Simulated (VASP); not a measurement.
A run of VASP 6.6.1 is set up as follows.

The input INCAR:

```
PREC = Accurate
ENCUT = 520
EDIFF = 1E-6
ISMEAR = 0
SIGMA = 0.1
LREAL = F
LASPH = T
NELM = 80
ALGO = Normal
ISIF = 2
LWAVE = F
LCHARG = T
GGA = PE
LELF = T
LVHAR = T
NBANDS = 16
```

The input KPOINTS:

```
Automatic mesh
0
Gamma
  14 14 14
```

File POSCAR:

```
Si2Ni
1.0
    0.0000000000      2.6678362081      2.6678362081
    2.6678362081      0.0000000000      2.6678362081
    2.6678362081      2.6678362081      0.0000000000
Si Ni
2 1
Direct
    0.2500000000      0.2500000000      0.2500000000
    0.7500000000      0.7500000000      0.7500000000
    0.0000000000      0.0000000000      0.0000000000
```

Potentials or basis: VASP PAW PBE potentials, release 64 (Si, Ni).

Launch:

```bash
$ cat potpaw_PBE.64/Si/POTCAR potpaw_PBE.64/Ni/POTCAR > POTCAR
$ mpirun -np 1 vasp_std > vasp.out
```

Q: Predict the band gap on the k mesh.

A: Zero (band 9 reaches 12.80 eV, above the bottom of band 10 at 10.68 eV).

Q: What does it give for the pressure?

A: 10.1 GPa.

 Spin polarisation is off, so any magnetic state and its effect on volume and gap are missing.
